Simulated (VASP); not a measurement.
# AgBr (Fm-3m) in VASP: notebook

The runs below take AgBr through relaxation of the atoms, with PBEsol.

Program: VASP 6.6.1. These are calculated values, not measurements. Logs are shortened: lines on timing, memory, paths and dates and some standing lists are left out, and cuts for length are marked.

## Step 1: The cell of the first run

It takes space group Fm-3m (No. 225, cubic). Conventional cell: a = 5.136 Å, b = 5.136 Å, c = 5.136 Å, α = 90.00°, β = 90.00°, γ = 90.00°. Within 3.4 Å of Ag (site symmetry m-3m) lie 6 Br at 2.57 Å. Within 3.4 Å of Br (site symmetry m-3m) lie 6 Ag at 2.57 Å.

## Step 2: Relaxation of the atoms, PBEsol

INCAR reads:

```
PREC = Accurate ; ENCUT = 450
EDIFF = 1E-7 ; ISMEAR = -1
SIGMA = 0.03 ; LREAL = F
LASPH = T ; NELM = 120
ALGO = Normal ; ISIF = 2
LWAVE = F ; LCHARG = F
GGA = PS ; IBRION = 2
NSW = 50 ; EDIFFG = -0.01
GGA_COMPAT = F ; NELMIN = 4
```

KPOINTS reads:

```
regular mesh
0
Gamma
  8 8 8
```

POSCAR reads:

```
AgBr
1.0
    0.0000000000      2.5679688544      2.5679688544
    2.5679688544      0.0000000000      2.5679688544
    2.5679688544      2.5679688544      0.0000000000
Ag Br
1 1
Direct
    0.0000000000      0.0000000000      0.0000000000
    0.5000000000      0.5000000000      0.5000000000
```

Potentials or basis: VASP PAW PBE potentials, release 64 (Ag, Br).

The run is started by

```bash
$ cat potpaw_PBE.64/Ag/POTCAR potpaw_PBE.64/Br/POTCAR > POTCAR
$ mpirun -np 1 vasp_std > vasp.out
```

OUTCAR:

```text
PREC = Accurate
   ENCUT = 450
   EDIFF = 1E-7
   ISMEAR = -1
   LREAL = F
   LASPH = T
   NELM = 120
   ISIF = 2
   GGA = PS
   IBRION = 2
   NSW = 50
   EDIFFG = -0.01
   NELMIN = 4

 ion  position               nearest neighbor table
   1  0.000  0.000  0.000-   2 2.57   2 2.57   2 2.57   2 2.57   2 2.57   2 2.57
   2  0.500  0.500  0.500-   1 2.57   1 2.57   1 2.57   1 2.57   1 2.57   1 2.57

  LATTYP: Found a face centered cubic cell.
 ALAT       =     5.1359377088

  Lattice vectors:

 A1 = (   0.0000000000,   2.5679688544,   2.5679688544)
 A2 = (   2.5679688544,   0.0000000000,   2.5679688544)
 A3 = (   2.5679688544,   2.5679688544,   0.0000000000)

Analysis of symmetry for initial positions (statically):
=====================================================================
 Subroutine PRICEL returns:
 Original cell was already a primitive cell.

 Routine SETGRP: Setting up the symmetry group for a
 face centered cubic supercell.

 Subroutine GETGRP returns: Found 48 space group operations
 (whereof 48 operations were pure point group operations)
 out of a pool of 48 trial point group operations.

The static configuration has the point symmetry O_h .

Analysis of symmetry for dynamics (positions and initial velocities):
=====================================================================
 Subroutine PRICEL returns:
 Original cell was already a primitive cell.

 Routine SETGRP: Setting up the symmetry group for a
 face centered cubic supercell.

 Subroutine GETGRP returns: Found 48 space group operations
 (whereof 48 operations were pure point group operations)
 out of a pool of 48 trial point group operations.

The dynamic configuration has the point symmetry O_h .

 Subroutine INISYM returns: Found 48 space group operations
 (whereof 48 operations are pure point group operations),
 and found     1 'primitive' translations

----------------------------------------------------------------------------------------

                                     Primitive cell

  volume of cell :      33.8688

  direct lattice vectors                    reciprocal lattice vectors
     0.000000000  2.567968854  2.567968854    -0.194706411  0.194706411  0.194706411
     2.567968854  0.000000000  2.567968854     0.194706411 -0.194706411  0.194706411
     2.567968854  2.567968854  0.000000000     0.194706411  0.194706411 -0.194706411

  length of vectors
     3.631656382  3.631656382  3.631656382     0.337241397  0.337241397  0.337241397

  position of ions in fractional coordinates (direct lattice)
     0.000000000  0.000000000  0.000000000
     0.500000000  0.500000000  0.500000000

  ion indices of the primitive-cell ions
   primitive index   ion index
                 1           1
                 2           2

----------------------------------------------------------------------------------------

 KPOINTS: regular mesh

Automatic generation of k-mesh.
 Grid dimensions read from file:
 generate k-points for:    8    8    8

 Generating k-lattice:

  Cartesian coordinates                     Fractional coordinates (reciprocal lattice)
    -0.024338301  0.024338301  0.024338301     0.125000000  0.000000000  0.000000000
     0.024338301 -0.024338301  0.024338301     0.000000000  0.125000000  0.000000000
     0.024338301  0.024338301 -0.024338301     0.000000000  0.000000000  0.125000000

  Length of vectors
     0.042155175  0.042155175  0.042155175

  Shift w.r.t. Gamma in fractional coordinates (k-lattice)
     0.000000000  0.000000000  0.000000000

 Subroutine IBZKPT returns following result:
 ===========================================

 Found     29 irreducible k-points:

 Following reciprocal coordinates:
            Coordinates               Weight
  0.000000  0.000000  0.000000      1.000000
  0.125000  0.000000  0.000000      8.000000
  0.250000  0.000000  0.000000      8.000000
  0.375000  0.000000  0.000000      8.000000
  0.500000  0.000000  0.000000      4.000000
  0.125000  0.125000  0.000000      6.000000
[... 16 lines left out ...]
  0.500000  0.250000  0.125000     48.000000
 -0.375000  0.250000  0.125000     24.000000
 [... further k-points ...]
   k-points           NKPTS =     29   k-points in BZ     NKDIM =     29   number of bands    NBANDS=     13
   number of dos      NEDOS =    301   number of ions     NIONS =      2
   total plane-waves  NPLWV =  21952
   dimension x,y,z NGX =    28 NGY =   28 NGZ =   28
   dimension x,y,z NGXF=    56 NGYF=   56 NGZF=   56
   ions per type =               1   1
   NGX,Y,Z   is equivalent  to a cutoff of  12.82, 12.82, 12.82 a.u.
   NGXF,Y,Z  is equivalent  to a cutoff of  25.64, 25.64, 25.64 a.u.
 SYSTEM =  unknown system
   PREC   = accura    normal or accurate (medium, high low for compatibility)
   ISTART =      0    job   : 0-new  1-cont  2-samecut
   ICHARG =      2    charge: 1-file 2-atom 10-const
   ISPIN  =      1    spin polarized calculation?
   LNONCOLLINEAR =      F non collinear calculations
   LSORBIT =      F    spin-orbit coupling
   LASPH  =      T    aspherical Exc in radial PAW
   ENCUT  =  450.0 eV  33.07 Ry    5.75 a.u.   6.28  6.28  6.28*2*pi/ulx,y,z
   NELM   =    120;   NELMIN=  4; NELMDL= -5     # of ELM steps
   EDIFF  = 0.1E-06   stopping-criterion for ELM
   LREAL  =      F    real-space projection
   EDIFFG = -.1E-01   stopping-criterion for IOM
   NSW    =     50    number of steps for IOM
   IBRION =      2    ionic relax: 0-MD 1-quasi-New 2-CG
   NFREE  =      1    steps in history (QN), initial steepest desc. (CG)
   ISIF   =      2    stress and relaxation
   ISYM   =      2    0-nonsym 1-usesym 2-fastsym
   POTIM  = 0.5000    time-step for ionic-motion
   TEBEG  =    0.0;   TEEND  =   0.0 temperature during run
   PSTRESS=    0.0 pullay stress
   NELECT =      18.0000    total number of electrons
   NUPDOWN=      -1.0000    fix difference up-down
   EMIN   =  10.00;   EMAX   =-10.00  energy-range for DOS
   EFERMI =   0.00;   METHOD = LEGACY
   ISMEAR =    -1;   SIGMA  =   0.03  broadening in eV -4-tet -1-fermi 0-gaus
   EFERMI_NEDOS =   21; number of points for ismear=-14 and -15
   IALGO  =     38    algorithm
   IMIX   =      4    mixing-type and parameters
     AMIX     =   0.40;   BMIX     =  1.00
     AMIX_MAG =   1.60;   BMIX_MAG =  1.00
  volume/ion in A,a.u.               =      16.93       114.28
  Fermi-wavevector in a.u.,A,eV,Ry     =   1.326068  2.505906 23.925264  1.758457
  Thomas-Fermi vector in A             =   2.455483
   LORBIT       =      0    0 simple, 1 ext, 2 COOP (PROOUT), +10 PAW based schemes
   GGA     = PS    functional components
   LHFCALC =     F    Hartree Fock is set to
   AEXX    =    0.0000 exact exchange contribution
   IVDW    =     0    specifies the selected vdW correction
   LEPSILON=     F    determine dielectric tensor
   LRPA    =     F    only Hartree local field effects (RPA)
 conjugate gradient relaxation of ions
 non-spin polarized calculation
  energy-cutoff  :      450.00
  volume of cell :       33.87
 maximum number of plane-waves:       754
 NGX is ok and might be reduce to    28
   NGX = 13   NGY = 13   NGZ = 13

 number of electron      18.0000001 magnetization

 Free energy of the ion-electron system (eV)
  ---------------------------------------------------
  ext. energy  EPLUGINS =         0.00000000
  ---------------------------------------------------
  free energy    TOTEN  =        -4.76027291 eV

  energy without entropy =       -4.76027185  energy(sigma->0) =       -4.76027238

 E-fermi :   8.7712     XC(G=0): -11.8546

 val. band max:        8.4751398317   @ k =   0.5000   0.0000   0.0000
 cond. band min:       9.0362744782   @ k =   0.5000   0.5000   0.0000
 fundamental gap:      0.5611346466
 Fermi energy:         8.7711514528

 k-point     1 :       0.0000    0.0000    0.0000
  band No.  band energies     occupation
      1      -9.4434      2.00000
      2       3.5843      2.00000
      3       3.5843      2.00000
      4       3.5843      2.00000
      5       3.6158      2.00000
      6       3.6158      2.00000
      7       5.1172      2.00000
      8       5.1172      2.00000
      9       5.1172      2.00000
     10       9.2458      0.00000
     11      18.1537      0.00000
     12      18.1537      0.00000
     13      18.1732      0.00000

 k-point     2 :       0.1250    0.0000    0.0000
  band No.  band energies     occupation
      1      -9.3023      2.00000
      2       3.0099      2.00000
      3       3.0099      2.00000
      4       3.0515      2.00000
      5       3.6809      2.00000
      6       3.6809      2.00000
      7       4.6657      2.00000
      8       5.8662      2.00000
      9       5.8662      2.00000
     10      10.3223      0.00000
     11      16.3499      0.00000
     12      17.8315      0.00000
     13      17.8315      0.00000

 k-point     3 :       0.2500    0.0000    0.0000
  band No.  band energies     occupation
      1      -8.9297      2.00000
      2       1.5715      2.00000
      3       2.2213      2.00000
      4       2.2213      2.00000
      5       3.9157      2.00000
      6       3.9157      2.00000
      7       4.5831      2.00000
      8       7.0465      2.00000
      9       7.0465      2.00000
     10      11.5944      0.00000
     11      15.4588      0.00000
     12      16.3076      0.00000
     13      16.3076      0.00000
[... 305 lines left out ...]
 k-point    23 :       0.5000    0.2500    0.1250
  band No.  band energies     occupation
      1      -8.3906      2.00000
      2       0.5176      2.00000
      3       1.6993      2.00000
      4       1.9887      2.00000
      5       4.0240      2.00000
      6       4.3009      2.00000
      7       4.8484      2.00000
      8       5.8891      2.00000
      9       7.5300      2.00000
     10      12.8540      0.00000
     11      13.3869      0.00000
     12      15.5769      0.00000
     13      16.9962      0.00000

 k-point    24 :      -0.3750    0.2500    0.1250
  band No.  band energies     occupation
      1      -8.2526      2.00000
      2       0.3572      2.00000
      3       1.5633      2.00000
      4       1.7018      2.00000
      5       4.1982      2.00000
      6       4.2831      2.00000
      7       4.7748      2.00000
      8       6.4242      2.00000
      9       7.1794      2.00000
     10      12.8824      0.00000
     11      13.1283      0.00000
     12      16.1290      0.00000
     13      16.7312      0.00000

 [... further k-points ...]
[... 5 lines left out ...]
  --------------------------------------------------------------------------------------
  -------------------------------------------------------------------------------------
  Total        7.3334779      7.3334779      7.3334779      0.0000000      0.0000000     -0.0000000
  in kB      346.9135922    346.9135922    346.9135922      0.0000000      0.0000000     -0.0000000
  external PRESSURE =     346.9135922 kB  Pullay stress =       0.0000000 kB

 VOLUME and BASIS-vectors are now :
 -----------------------------------------------------------------------------
  energy-cutoff  :      450.00
  volume of cell :       33.87
      direct lattice vectors                 reciprocal lattice vectors
     0.000000000  2.567968854  2.567968854    -0.194706411  0.194706411  0.194706411
     2.567968854  0.000000000  2.567968854     0.194706411 -0.194706411  0.194706411
     2.567968854  2.567968854  0.000000000     0.194706411  0.194706411 -0.194706411

 POSITION                                       TOTAL-FORCE (eV/Angst)
 -----------------------------------------------------------------------------------
      0.00000      0.00000      0.00000         0.000000      0.000000      0.000000
      2.56797      2.56797      2.56797        -0.000000     -0.000000     -0.000000
 -----------------------------------------------------------------------------------
    total drift:                                0.000000      0.000000      0.000000

  FREE ENERGIE OF THE ION-ELECTRON SYSTEM (eV)
  ---------------------------------------------------
  free  energy   TOTEN  =        -4.7602729135 eV

  energy  without entropy=       -4.7602718462  energy(sigma->0) =       -4.76027238

 reached required accuracy - stopping structural energy minimisation
```

Wall time 12 s (1 thread of Intel Xeon Platinum 8488C (Sapphire Rapids), shared host); peak memory 0.15 GiB.

Results:

```yaml
Free_energy: -4.7603 eV
Pressure_after_relaxing: 34.7 GPa
Band_gap_on_the_k_mesh: 0.56 eV, indirect (least direct gap 2.32 eV)
```

Final structure:
```
Ag Br
1.0
     0.00000    2.56797    2.56797
     2.56797    0.00000    2.56797
     2.56797    2.56797    0.00000
Ag Br
1 1
Direct
  0.00000 0.00000 0.00000
  0.50000 0.50000 0.50000
```

Caveat: the relaxation stopped at its first step, so nothing moved; the PAW data sets were made with another functional, which shifts forces and pressure a little.

## Step 3: Relaxation of the atoms, PBEsol

This run uses another cell than the first one, of 19.35 Å³/atom, 1.143 times its volume.

INCAR reads:

```
SYSTEM = AgBr
  ALGO = Normal
  EDIFF = 1E-7
  EDIFFG = -0.01
  ENCUT = 450
  GGA = PS
  GGA_COMPAT = .False.
  IBRION = 2
  ISIF = 2
  ISMEAR = -1
  LASPH = .True.
  LCHARG = .False.
  LREAL = .False.
  LWAVE = .False.
  NELM = 120
  NELMIN = 4
  NSW = 50
  PREC = Accurate
  SIGMA = 0.03
```

KPOINTS reads:

```
k-points
0
Gamma
  8 8 8
  0 0 0
```

POSCAR reads:

```
AgBr
1.0
    0.0000000000      2.6848523120      2.6848523120
    2.6848523120      0.0000000000      2.6848523120
    2.6848523120      2.6848523120      0.0000000000
Ag Br
1 1
Direct
    0.0000000000      0.0000000000      0.0000000000
    0.5000000000      0.5000000000      0.5000000000
```

Potentials or basis: VASP PAW PBE potentials, release 64 (Ag, Br).

The run is started by

```bash
$ cat potpaw_PBE.64/Ag/POTCAR potpaw_PBE.64/Br/POTCAR > POTCAR
$ mpirun -np 1 vasp_std > vasp.out
```

Wall time 13 s (1 thread of Intel Xeon Platinum 8488C (Sapphire Rapids), shared host); peak memory 0.16 GiB.

Results (log left out):

```yaml
Free_energy: -5.4514 eV
Pressure_after_relaxing: 13.5 GPa
Band_gap_on_the_k_mesh: 0.57 eV, indirect (least direct gap 2.88 eV)
```

Final structure:
```yaml
crystal:
  lattice:
    - [0.00000, 2.68485, 2.68485]
    - [2.68485, 0.00000, 2.68485]
    - [2.68485, 2.68485, 0.00000]
  atoms:
    - { symbol: Ag, position: [0.00000, 0.00000, 0.00000] }
    - { symbol: Br, position: [0.50000, 0.50000, 0.50000] }
```

Levels at points of the mesh, in eV from the valence-band top:
| k point | band 6 | band 7 | band 8 | band 9 | band 10 | band 11 | band 12 | band 13 |
| --- | --- | --- | --- | --- | --- | --- | --- | --- |
| (0.00, 0.00, 0.00) | -3.90 | -2.74 | -2.74 | -2.74 | 0.57 | 9.74 | 9.74 | 9.74 |
| (0.50, 0.00, 0.00) | -3.39 | -2.92 | 0.00 | 0.00 | 2.88 | 6.15 | 6.15 | 7.85 |
| (0.50, 0.50, 0.00) | -3.64 | -3.23 | -3.23 | -2.92 | 0.96 | 6.53 | 9.77 | 11.93 |

Caveat: the relaxation stopped at its first step, so nothing moved; the PAW data sets were made with another functional, which shifts forces and pressure a little. A k mesh can miss the band edges.

## Step 4: Relaxation of the atoms, PBEsol

This run uses another cell than the first one, of 24.19 Å³/atom, 1.429 times its volume.

INCAR reads:

```
PREC = Accurate
ENCUT = 450
EDIFF = 1E-7
ISMEAR = -1
SIGMA = 0.03
LREAL = F
LASPH = T
NELM = 120
ALGO = Normal
ISIF = 2
LWAVE = F
LCHARG = F
GGA = PS
IBRION = 2
NSW = 50
EDIFFG = -0.01
GGA_COMPAT = F
NELMIN = 4
```

KPOINTS reads:

```
Automatic mesh
0
Gamma
  8 8 8
```

POSCAR reads:

```
AgBr
1.0
    0.0000000000      2.8921694793      2.8921694793
    2.8921694793      0.0000000000      2.8921694793
    2.8921694793      2.8921694793      0.0000000000
Ag Br
1 1
Direct
    0.0000000000      0.0000000000      0.0000000000
    0.5000000000      0.5000000000      0.5000000000
```

Potentials or basis: VASP PAW PBE potentials, release 64 (Ag, Br).

The run is started by

```bash
$ cat potpaw_PBE.64/Ag/POTCAR potpaw_PBE.64/Br/POTCAR > POTCAR
$ mpirun -np 1 vasp_std > vasp.out
```

OUTCAR:

```text
PREC = Accurate
   ENCUT = 450
   EDIFF = 1E-7
   ISMEAR = -1
   LREAL = F
   LASPH = T
   NELM = 120
   ISIF = 2
   GGA = PS
   IBRION = 2
   NSW = 50
   EDIFFG = -0.01
   NELMIN = 4

 ion  position               nearest neighbor table
   1  0.000  0.000  0.000-   2 2.89   2 2.89   2 2.89   2 2.89   2 2.89   2 2.89
   2  0.500  0.500  0.500-   1 2.89   1 2.89   1 2.89   1 2.89   1 2.89   1 2.89

  LATTYP: Found a face centered cubic cell.
 ALAT       =     5.7843389586

  Lattice vectors:

 A1 = (   0.0000000000,   2.8921694793,   2.8921694793)
[... 564 lines left out ...]
     11       8.3309      0.00000
     12      10.9232      0.00000
     13      10.9723      0.00000

 [... further k-points ...]
[... 5 lines left out ...]
  --------------------------------------------------------------------------------------
  -------------------------------------------------------------------------------------
  Total       -0.7898972     -0.7898972     -0.7898972     -0.0000000     -0.0000000      0.0000000
  in kB      -26.1565195    -26.1565195    -26.1565195     -0.0000000     -0.0000000      0.0000000
  external PRESSURE =     -26.1565195 kB  Pullay stress =       0.0000000 kB

 VOLUME and BASIS-vectors are now :
 -----------------------------------------------------------------------------
  energy-cutoff  :      450.00
  volume of cell :       48.38
      direct lattice vectors                 reciprocal lattice vectors
     0.000000000  2.892169479  2.892169479    -0.172880602  0.172880602  0.172880602
     2.892169479  0.000000000  2.892169479     0.172880602 -0.172880602  0.172880602
     2.892169479  2.892169479  0.000000000     0.172880602  0.172880602 -0.172880602

 POSITION                                       TOTAL-FORCE (eV/Angst)
 -----------------------------------------------------------------------------------
      0.00000      0.00000      0.00000        -0.000000      0.000000      0.000000
      2.89217      2.89217      2.89217         0.000000      0.000000     -0.000000
 -----------------------------------------------------------------------------------
    total drift:                                0.000000      0.000000      0.000000

  FREE ENERGIE OF THE ION-ELECTRON SYSTEM (eV)
  ---------------------------------------------------
  free  energy   TOTEN  =        -5.6747526103 eV

  energy  without entropy=       -5.6747508927  energy(sigma->0) =       -5.67475175

 reached required accuracy - stopping structural energy minimisation
```

Wall time 13 s (1 thread of Intel Xeon Platinum 8488C (Sapphire Rapids), shared host); peak memory 0.16 GiB.

What came out:

```yaml
Free_energy: -5.6748 eV
Pressure_after_relaxing: -2.6 GPa
Band_gap_on_the_k_mesh: 0.51 eV, indirect (least direct gap 2.38 eV)
```

Final structure:
```xyz
2
Lattice="0.0000 2.8922 2.8922 2.8922 0.0000 2.8922 2.8922 2.8922 0.0000" Properties=species:S:1:pos:R:3 pbc="T T T"
Ag    0.0000    0.0000    0.0000
Br    2.8922    2.8922    2.8922
```

Levels at points of the mesh, in eV from the valence-band top:
```tsv
k point	band 7	band 8	band 9	band 10	band 11	band 12
(0.00, 0.00, 0.00)	-1.87	-1.87	-1.87	0.51	9.82	9.82
(0.50, 0.00, 0.00)	-2.10	0.00	0.00	3.61	6.38	6.68
(0.50, 0.50, 0.00)	-2.33	-2.33	-2.25	1.52	6.94	8.81
```

Caveat: the relaxation stopped at its first step, so nothing moved; the PAW data sets were made with another functional, which shifts forces and pressure a little. Expect the measured gap to be larger: semilocal functionals such as PBEsol lack the derivative discontinuity.

## Step 5: The runs side by side

| cell | gap on the mesh (eV) | pressure (GPa) |
| --- | --- | --- |
| atoms relaxed from a = 3.632 Å, angles 60.0°, 2 atoms | 0.56 | 34.7 |
| atoms relaxed from a = 3.797 Å, angles 60.0°, 2 atoms | 0.57 | 13.5 |
| atoms relaxed from a = 4.090 Å, angles 60.0°, 2 atoms | 0.51 | -2.6 |

Alike in all rows: task relaxation of the atoms; level PBEsol; potentials or basis VASP PAW PBE potentials, release 64 (Ag, Br); no spin polarisation; k mesh 8 × 8 × 8; cutoff (eV) 450; smearing fermi-dirac 0.03 eV.

Caveats: the relaxation stopped at its first step, so nothing moved; the PAW data sets were made with another functional, which shifts forces and pressure a little.

Absolute energies hang on the potentials; compare differences alone.
